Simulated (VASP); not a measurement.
# LiH in VASP: settings compared, part 2 of 2

VASP 6.6.1. Earlier steps stand in the parts before.

### Step 3. Single point, r2SCAN

This run uses another cell than the first one, of 9.87 Å³/atom.

POSCAR

```
LiH
1.0
    0.0000000000      2.1451220099      2.1451220099
    2.1451220099      0.0000000000      2.1451220099
    2.1451220099      2.1451220099      0.0000000000
Li H
1 1
Direct
    0.0000000000      0.0000000000      0.0000000000
    0.2500000000      0.2500000000      0.2500000000
```

INCAR.step1

```
SYSTEM = LiH
PREC = Accurate
ENCUT = 520
ISMEAR = 0
SIGMA = 0.01
LREAL = .FALSE.
LASPH = .TRUE.
NELM = 80
NBANDS = 9
GGA = PE
ALGO = Normal
EDIFF = 1E-4
LWAVE = .TRUE.
LCHARG = .FALSE.
```

INCAR.step2

```
SYSTEM = LiH
PREC = Accurate
ENCUT = 520
EDIFF = 1E-6
ISMEAR = 0
SIGMA = 0.01
LREAL = .FALSE.
LASPH = .TRUE.
NELM = 80
ALGO = Normal
ISIF = 2
LWAVE = .FALSE.
LCHARG = .TRUE.
METAGGA = R2SCAN
LMIXTAU = .TRUE.
LELF = .TRUE.
LVHAR = .TRUE.
NBANDS = 9
ISTART = 1
```

KPOINTS

```
Automatic mesh
0
G
  10 10 10
  0 0 0
```

Potentials or basis: VASP PAW PBE potentials, release 64 (Li_sv, H).

Run with:

```console
> cat potpaw_PBE.64/Li_sv/POTCAR potpaw_PBE.64/H/POTCAR > POTCAR
> cp INCAR.step1 INCAR
> mpirun -np 1 vasp_std > vasp.out
> cp INCAR.step2 INCAR
> mpirun -np 1 vasp_std > vasp.out
```

OUTCAR:

```text
SYSTEM = LiH
   PREC = Accurate
   ENCUT = 520
   EDIFF = 1E-6
   ISMEAR = 0
   LREAL = .FALSE.
   LASPH = .TRUE.
   NELM = 80
   ISIF = 2
   METAGGA = R2SCAN
   ISTART = 1

 ion  position               nearest neighbor table
   1  0.000  0.000  0.000-
   2  0.250  0.250  0.250-

  LATTYP: Found a face centered cubic cell.
 ALAT       =     4.2902440198

  Lattice vectors:

 A1 = (   0.0000000000,   2.1451220099,   2.1451220099)
 A2 = (   2.1451220099,   0.0000000000,   2.1451220099)
 A3 = (   2.1451220099,   2.1451220099,   0.0000000000)

Analysis of symmetry for initial positions (statically):
=====================================================================
 Subroutine PRICEL returns:
 Original cell was already a primitive cell.

 Routine SETGRP: Setting up the symmetry group for a
 face centered cubic supercell.

 Subroutine GETGRP returns: Found 24 space group operations
 (whereof 24 operations were pure point group operations)
 out of a pool of 48 trial point group operations.

The static configuration has the point symmetry T_d .

Analysis of symmetry for dynamics (positions and initial velocities):
=====================================================================
 Subroutine PRICEL returns:
 Original cell was already a primitive cell.

 Routine SETGRP: Setting up the symmetry group for a
 face centered cubic supercell.

 Subroutine GETGRP returns: Found 24 space group operations
 (whereof 24 operations were pure point group operations)
 out of a pool of 48 trial point group operations.

The dynamic configuration has the point symmetry T_d .

 Subroutine INISYM returns: Found 24 space group operations
 (whereof 24 operations are pure point group operations),
 and found     1 'primitive' translations

----------------------------------------------------------------------------------------

                                     Primitive cell

  volume of cell :      19.7418

  direct lattice vectors                    reciprocal lattice vectors
     0.000000000  2.145122010  2.145122010    -0.233086975  0.233086975  0.233086975
     2.145122010  0.000000000  2.145122010     0.233086975 -0.233086975  0.233086975
     2.145122010  2.145122010  0.000000000     0.233086975  0.233086975 -0.233086975

  length of vectors
     3.033660639  3.033660639  3.033660639     0.403718483  0.403718483  0.403718483

  position of ions in fractional coordinates (direct lattice)
     0.000000000  0.000000000  0.000000000
     0.250000000  0.250000000  0.250000000

  ion indices of the primitive-cell ions
   primitive index   ion index
                 1           1
                 2           2

----------------------------------------------------------------------------------------

 KPOINTS: Automatic mesh

Automatic generation of k-mesh.
 Grid dimensions read from file:
 generate k-points for:   10   10   10

 Generating k-lattice:

  Cartesian coordinates                     Fractional coordinates (reciprocal lattice)
    -0.023308697  0.023308697  0.023308697     0.100000000  0.000000000  0.000000000
     0.023308697 -0.023308697  0.023308697     0.000000000  0.100000000  0.000000000
     0.023308697  0.023308697 -0.023308697     0.000000000  0.000000000  0.100000000

  Length of vectors
     0.040371848  0.040371848  0.040371848

  Shift w.r.t. Gamma in fractional coordinates (k-lattice)
     0.000000000  0.000000000  0.000000000

 Subroutine IBZKPT returns following result:
 ===========================================

 Found     47 irreducible k-points:

 Following reciprocal coordinates:
            Coordinates               Weight
  0.000000  0.000000  0.000000      1.000000
  0.100000  0.000000  0.000000      8.000000
  0.200000  0.000000  0.000000      8.000000
  0.300000  0.000000  0.000000      8.000000
  0.400000  0.000000  0.000000      8.000000
  0.500000  0.000000  0.000000      4.000000
[... 16 lines left out ...]
  0.300000  0.300000  0.000000      6.000000
  0.400000  0.300000  0.000000     24.000000
 [... further k-points ...]
   k-points           NKPTS =     47   k-points in BZ     NKDIM =     47   number of bands    NBANDS=      9
   number of dos      NEDOS =    301   number of ions     NIONS =      2
   total plane-waves  NPLWV =  13824
   dimension x,y,z NGX =    24 NGY =   24 NGZ =   24
   dimension x,y,z NGXF=    48 NGYF=   48 NGZF=   48
   ions per type =               1   1
   NGX,Y,Z   is equivalent  to a cutoff of  13.15, 13.15, 13.15 a.u.
   NGXF,Y,Z  is equivalent  to a cutoff of  26.30, 26.30, 26.30 a.u.
 SYSTEM =  LiH
   PREC   = accura    normal or accurate (medium, high low for compatibility)
   ISTART =      1    job   : 0-new  1-cont  2-samecut
   ICHARG =      0    charge: 1-file 2-atom 10-const
   ISPIN  =      1    spin polarized calculation?
   LNONCOLLINEAR =      F non collinear calculations
   LSORBIT =      F    spin-orbit coupling
   LASPH  =      T    aspherical Exc in radial PAW
   ENCUT  =  520.0 eV  38.22 Ry    6.18 a.u.   5.64  5.64  5.64*2*pi/ulx,y,z
   NELM   =     80;   NELMIN=  2; NELMDL=  0     # of ELM steps
   EDIFF  = 0.1E-05   stopping-criterion for ELM
   LREAL  =      F    real-space projection
   EDIFFG = 0.1E-04   stopping-criterion for IOM
   NSW    =      0    number of steps for IOM
   IBRION =     -1    ionic relax: 0-MD 1-quasi-New 2-CG
   NFREE  =      0    steps in history (QN), initial steepest desc. (CG)
   ISIF   =      2    stress and relaxation
   ISYM   =      2    0-nonsym 1-usesym 2-fastsym
   POTIM  = 0.5000    time-step for ionic-motion
   TEBEG  =    0.0;   TEEND  =   0.0 temperature during run
   PSTRESS=    0.0 pullay stress
   NELECT =       4.0000    total number of electrons
   NUPDOWN=      -1.0000    fix difference up-down
   EMIN   =  10.00;   EMAX   =-10.00  energy-range for DOS
   EFERMI =   0.00;   METHOD = LEGACY
   ISMEAR =     0;   SIGMA  =   0.01  broadening in eV -4-tet -1-fermi 0-gaus
   EFERMI_NEDOS =   21; number of points for ismear=-14 and -15
   IALGO  =     38    algorithm
   IMIX   =      4    mixing-type and parameters
     AMIX     =   0.40;   BMIX     =  1.00
     AMIX_MAG =   1.60;   BMIX_MAG =  1.00
  volume/ion in A,a.u.               =       9.87        66.61
  Fermi-wavevector in a.u.,A,eV,Ry     =   0.961537  1.817042 12.579322  0.924554
  Thomas-Fermi vector in A             =   2.090918
   LORBIT       =      0    0 simple, 1 ext, 2 COOP (PROOUT), +10 PAW based schemes
   METAGGA = R2SCAN    functional components
   LHFCALC =     F    Hartree Fock is set to
   AEXX    =    0.0000 exact exchange contribution
   IVDW    =     0    specifies the selected vdW correction
   LEPSILON=     F    determine dielectric tensor
   LRPA    =     F    only Hartree local field effects (RPA)
 non-spin polarized calculation
 Gauss-broadening in eV      SIGMA  =   0.01
  energy-cutoff  :      520.00
  volume of cell :       19.74
 maximum number of plane-waves:       544
   NGX = 11   NGY = 11   NGZ = 11

 number of electron       3.9999993 magnetization

 Free energy of the ion-electron system (eV)
  ---------------------------------------------------
  ext. energy  EPLUGINS =         0.00000000
  ---------------------------------------------------
  free energy    TOTEN  =        -6.71053858 eV

  energy without entropy =       -6.71053858  energy(sigma->0) =       -6.71053858

 E-fermi :  -1.9020     XC(G=0):  -7.9619

 val. band max:       -1.9833697793   @ k =  -0.3000   0.5000   0.2000
 cond. band min:       2.8389283203   @ k =   0.5000   0.0000   0.0000
 fundamental gap:      4.8222980997
 Fermi energy:        -1.9019690642

 k-point     1 :       0.0000    0.0000    0.0000
  band No.  band energies     occupation
      1     -46.6771      2.00000
      2      -5.6315      2.00000
      3      12.1690      0.00000
      4      16.9200      0.00000
      5      16.9200      0.00000
      6      16.9209      0.00000
      7      18.5722      0.00000
      8      18.5722      0.00000
      9      18.5724      0.00000
[... 265 lines left out ...]
 k-point    24 :       0.4000    0.3000    0.0000
  band No.  band energies     occupation
      1     -46.6531      2.00000
      2      -3.2232      2.00000
      3       6.3840      0.00000
      4       9.6338      0.00000
      5      10.4878      0.00000
      6      12.3042      0.00000
      7      17.9882      0.00000
      8      26.6753      0.00000
      9      27.4508      0.00000

 [... further k-points ...]

------------------------ aborting loop because EDIFF is reached ----------------------------------------

  FORCE on cell =-STRESS in cart. coord.  units (eV):
  Direction    XX          YY          ZZ          XY          YZ          ZX
  --------------------------------------------------------------------------------------
  -------------------------------------------------------------------------------------
  Total       -0.0259697     -0.0259697     -0.0259697     -0.0000000      0.0000000      0.0000000
  in kB       -2.1076186     -2.1076186     -2.1076186     -0.0000000      0.0000000      0.0000000
  external PRESSURE =      -2.1076186 kB  Pullay stress =       0.0000000 kB

 VOLUME and BASIS-vectors are now :
 -----------------------------------------------------------------------------
  energy-cutoff  :      520.00
  volume of cell :       19.74
      direct lattice vectors                 reciprocal lattice vectors
     0.000000000  2.145122010  2.145122010    -0.233086975  0.233086975  0.233086975
     2.145122010  0.000000000  2.145122010     0.233086975 -0.233086975  0.233086975
     2.145122010  2.145122010  0.000000000     0.233086975  0.233086975 -0.233086975

 POSITION                                       TOTAL-FORCE (eV/Angst)
 -----------------------------------------------------------------------------------
      0.00000      0.00000      0.00000         0.000000      0.000000      0.000000
      1.07256      1.07256      1.07256        -0.000000     -0.000000     -0.000000
 -----------------------------------------------------------------------------------
    total drift:                                0.000000      0.000000     -0.000000

  FREE ENERGIE OF THE ION-ELECTRON SYSTEM (eV)
  ---------------------------------------------------
  free  energy   TOTEN  =        -6.7105385770 eV

  energy  without entropy=       -6.7105385770  energy(sigma->0) =       -6.71053858
```

It took 70 s on 1 thread of Intel Xeon 8259CL, shared host; peak memory 0.14 GiB.

Results:

```yaml
Free_energy: -6.7105 eV
Band_gap_on_the_k_mesh: 4.82 eV (least direct gap 5.85 eV)
```

Levels at points of the mesh, in eV from the valence-band top:
```csv
k point,band 1,band 2,band 3,band 4,band 5,band 6
"(0.00, 0.00, 0.00)",-44.69,-3.65,14.15,18.90,18.90,18.90
"(0.50, 0.00, 0.00)",-44.67,-1.03,4.82,16.27,16.27,17.37
"(0.50, 0.50, 0.00)",-44.66,-0.30,7.87,10.80,11.57,11.57
```

Caveat: the cutoff is under 1.25 times the usual one of these potentials, so pressure, stress and relaxed cells hold a basis-set (Pulay) error; the PAW data sets were made with another functional, which shifts forces and pressure a little. A k mesh can miss the band edges.

### Step 4. Single point, r2SCAN (strain +4.0%)

POSCAR

```
LiH
1.0
    0.0000000000      2.2309268903      2.2309268903
    2.2309268903      0.0000000000      2.2309268903
    2.2309268903      2.2309268903      0.0000000000
Li H
1 1
Direct
    0.0000000000      0.0000000000      0.0000000000
    0.2500000000      0.2500000000      0.2500000000
```

INCAR.step1

```
SYSTEM = LiH
ALGO = Normal ; EDIFF = 1E-4
ENCUT = 520 ; GGA = PE
ISMEAR = 0 ; LASPH = .True.
LCHARG = .False. ; LREAL = .False.
LWAVE = .True. ; NBANDS = 9
NELM = 80 ; PREC = Accurate
SIGMA = 0.01
```

INCAR.step2

```
SYSTEM = LiH
ALGO = Normal ; EDIFF = 1E-7
ENCUT = 520 ; ISIF = 2
ISMEAR = 0 ; ISTART = 1
LASPH = .True. ; LCHARG = .False.
LMIXTAU = .True. ; LREAL = .False.
LWAVE = .False. ; METAGGA = R2SCAN
NBANDS = 9 ; NELM = 80
PREC = Accurate ; SIGMA = 0.01
```

KPOINTS

```
k-points
0
Gamma
  10 10 10
  0 0 0
```

Potentials or basis: VASP PAW PBE potentials, release 64 (Li_sv, H).

Run with:

```console
> cat potpaw_PBE.64/Li_sv/POTCAR potpaw_PBE.64/H/POTCAR > POTCAR
> cp INCAR.step1 INCAR
> mpirun -np 1 vasp_std > vasp.out
> cp INCAR.step2 INCAR
> mpirun -np 1 vasp_std > vasp.out
```

OUTCAR:

```text
SYSTEM = LiH
   EDIFF = 1E-7
   ENCUT = 520
   ISIF = 2
   ISMEAR = 0
   ISTART = 1
   LASPH = .True.
   LREAL = .False.
   METAGGA = R2SCAN
   NELM = 80
   PREC = Accurate

 ion  position               nearest neighbor table
   1  0.000  0.000  0.000-
   2  0.250  0.250  0.250-

  LATTYP: Found a face centered cubic cell.
 ALAT       =     4.4618537806

  Lattice vectors:

 A1 = (   0.0000000000,   2.2309268903,   2.2309268903)
[... 470 lines left out ...]
      9      25.1640      0.00000

 [... further k-points ...]

------------------------ aborting loop because EDIFF is reached ----------------------------------------

  FORCE on cell =-STRESS in cart. coord.  units (eV):
  Direction    XX          YY          ZZ          XY          YZ          ZX
  --------------------------------------------------------------------------------------
  -------------------------------------------------------------------------------------
  Total       -0.4032084     -0.4032084     -0.4032084      0.0000000      0.0000000     -0.0000000
  in kB      -29.0907016    -29.0907016    -29.0907016      0.0000000      0.0000000     -0.0000000
  external PRESSURE =     -29.0907016 kB  Pullay stress =       0.0000000 kB

 VOLUME and BASIS-vectors are now :
 -----------------------------------------------------------------------------
  energy-cutoff  :      520.00
  volume of cell :       22.21
      direct lattice vectors                 reciprocal lattice vectors
     0.000000000  2.230926890  2.230926890    -0.224122091  0.224122091  0.224122091
     2.230926890  0.000000000  2.230926890     0.224122091 -0.224122091  0.224122091
     2.230926890  2.230926890  0.000000000     0.224122091  0.224122091 -0.224122091

 POSITION                                       TOTAL-FORCE (eV/Angst)
 -----------------------------------------------------------------------------------
      0.00000      0.00000      0.00000         0.000000     -0.000000     -0.000000
      1.11546      1.11546      1.11546        -0.000000      0.000000      0.000000
 -----------------------------------------------------------------------------------
    total drift:                                0.000000      0.000000      0.000000

  FREE ENERGIE OF THE ION-ELECTRON SYSTEM (eV)
  ---------------------------------------------------
  free  energy   TOTEN  =        -6.6874711258 eV

  energy  without entropy=       -6.6874711258  energy(sigma->0) =       -6.68747113
```

Wall time 59 s (1 thread of Intel Xeon 8259CL, shared host); peak memory 0.14 GiB.

What came out:

| Quantity | Value |
| --- | --- |
| Free energy | -6.6875 eV |
| Band gap on the k mesh | 4.64 eV (least direct gap 5.56 eV) |

Caveat: the cell differs from its parent crystal (strain +4.0%); the cutoff is under 1.25 times the usual one of these potentials, so pressure, stress and relaxed cells hold a basis-set (Pulay) error; the PAW data sets were made with another functional, which shifts forces and pressure a little.

### Step 5. Single point, PBE (uniaxial z strain +1.0%)

INCAR

```
PREC = Accurate ; ENCUT = 520
EDIFF = 1E-6 ; ISMEAR = -1
SIGMA = 0.02 ; LREAL = F
LASPH = T ; NELM = 80
ALGO = Normal ; ISIF = 2
LWAVE = F ; LCHARG = F
GGA = PE ; NBANDS = 9
```

KPOINTS

```
Automatic mesh
0
Gamma
  10 10 10
```

POSCAR

```
LiH
1.0
    0.0000000000      2.1451220099      2.1665732300
    2.1451220099      0.0000000000      2.1665732300
    2.1451220099      2.1451220099      0.0000000000
Li H
1 1
Direct
    0.0000000000      0.0000000000      0.0000000000
    0.2500000000      0.2500000000      0.2500000000
```

Potentials or basis: VASP PAW PBE potentials, release 64 (Li_sv, H).

Run with:

```console
> cat potpaw_PBE.64/Li_sv/POTCAR potpaw_PBE.64/H/POTCAR > POTCAR
> mpirun -np 1 vasp_std > vasp.out
```

OUTCAR:

```text
PREC = Accurate
   ENCUT = 520
   EDIFF = 1E-6
   ISMEAR = -1
   LREAL = F
   LASPH = T
   NELM = 80
   ISIF = 2
   GGA = PE

 ion  position               nearest neighbor table
   1  0.000  0.000  0.000-
   2  0.250  0.250  0.250-

  LATTYP: Found a body centered tetragonal cell.
 ALAT       =     3.0336606393
 C/A-ratio  =     1.4283556980

  Lattice vectors:

[... 468 lines left out ...]
      7      16.6516      0.00000
      8      25.2453      0.00000
      9      26.0485      0.00000

 [... further k-points ...]

------------------------ aborting loop because EDIFF is reached ----------------------------------------

  FORCE on cell =-STRESS in cart. coord.  units (eV):
  Direction    XX          YY          ZZ          XY          YZ          ZX
  --------------------------------------------------------------------------------------
  -------------------------------------------------------------------------------------
  Total       -0.0522595     -0.0522595     -0.0711652      0.0000000     -0.0000000      0.0000000
  in kB       -4.1992223     -4.1992223     -5.7183539      0.0000000     -0.0000000      0.0000000
  external PRESSURE =      -4.7055995 kB  Pullay stress =       0.0000000 kB

 VOLUME and BASIS-vectors are now :
 -----------------------------------------------------------------------------
  energy-cutoff  :      520.00
  volume of cell :       19.94
      direct lattice vectors                 reciprocal lattice vectors
     0.000000000  2.145122010  2.166573230    -0.233086975  0.233086975  0.230779183
     2.145122010  0.000000000  2.166573230     0.233086975 -0.233086975  0.230779183
     2.145122010  2.145122010  0.000000000     0.233086975  0.233086975 -0.230779183

 POSITION                                       TOTAL-FORCE (eV/Angst)
 -----------------------------------------------------------------------------------
      0.00000      0.00000      0.00000         0.000000      0.000000     -0.000000
      1.07256      1.07256      1.08329        -0.000000     -0.000000      0.000000
 -----------------------------------------------------------------------------------
    total drift:                               -0.000000     -0.000000     -0.000000

  FREE ENERGIE OF THE ION-ELECTRON SYSTEM (eV)
  ---------------------------------------------------
  free  energy   TOTEN  =        -6.0304075311 eV

  energy  without entropy=       -6.0304075311  energy(sigma->0) =       -6.03040753
```

OSZICAR:

```text
N       E                     dE             d eps       ncg     rms          rms(c)
DAV:   1    -0.568794178249E+00   -0.56879E+00   -0.13264E+03  1837   0.394E+02
DAV:   2    -0.627720534126E+01   -0.57084E+01   -0.56747E+01  2558   0.596E+01
DAV:   3    -0.637194440574E+01   -0.94739E-01   -0.94703E-01  2188   0.660E+00
DAV:   4    -0.637337405522E+01   -0.14296E-02   -0.14295E-02  2482   0.556E-01
DAV:   5    -0.637338565705E+01   -0.11602E-04   -0.11602E-04  2226   0.374E-02    0.330E+00
DAV:   6    -0.610085652454E+01    0.27253E+00   -0.26324E-01  1959   0.143E+00    0.161E+00
DAV:   7    -0.602493973500E+01    0.75917E-01   -0.29483E-01  2066   0.172E+00    0.290E-01
DAV:   8    -0.603044840025E+01   -0.55087E-02   -0.11938E-02  2140   0.548E-01    0.525E-02
DAV:   9    -0.603040791170E+01    0.40489E-04   -0.24098E-04  2391   0.703E-02    0.929E-03
DAV:  10    -0.603040812933E+01   -0.21762E-06   -0.11695E-05  2231   0.232E-02    0.522E-03
DAV:  11    -0.603040753110E+01    0.59822E-06   -0.17405E-06  2535   0.394E-03
   1 F= -.60304075E+01 E0= -.60304075E+01  d E =-.831880E-13
```

Run time: 27 s. Hardware: 1 thread of Intel Xeon 8259CL, shared host; peak memory 0.14 GiB.

Results:

| Item | Value |
| --- | --- |
| Free energy | -6.0304 eV |
| Band gap on the k mesh | 4.21 eV (least direct gap 5.25 eV) |

Caveat: the cell differs from its parent crystal (uniaxial z strain +1.0%); the cutoff is under 1.25 times the usual one of these potentials, so pressure, stress and relaxed cells hold a basis-set (Pulay) error. A k mesh can miss the band edges.

### Step 6. Overview

```tsv
level	cell	smearing	gap on the mesh (eV)
PBE	a = 3.155 Å, angles 60.0°, 2 atoms	fermi-dirac 0.02 eV	4.07
r2SCAN	a = 3.034 Å, angles 60.0°, 2 atoms	gaussian 0.01 eV	4.82
r2SCAN	a = 3.155 Å, angles 60.0°, 2 atoms	gaussian 0.01 eV	4.64
PBE	a = 3.049, b = 3.049, c = 3.034 Å, angles 60.2, 60.2, 59.7°, 2 atoms	fermi-dirac 0.02 eV	4.21
```

Alike in all rows: task single point; potentials or basis VASP PAW PBE potentials, release 64 (Li_sv, H); no spin polarisation; k mesh 10 × 10 × 10; cutoff (eV) 520.

Caveats: the cutoff is under 1.25 times the usual one of these potentials, so pressure, stress and relaxed cells hold a basis-set (Pulay) error; the PAW data sets were made with another functional, which shifts forces and pressure a little (at least some runs).

Total energies depend on the potentials used, so only differences within one code and one set of settings carry meaning.
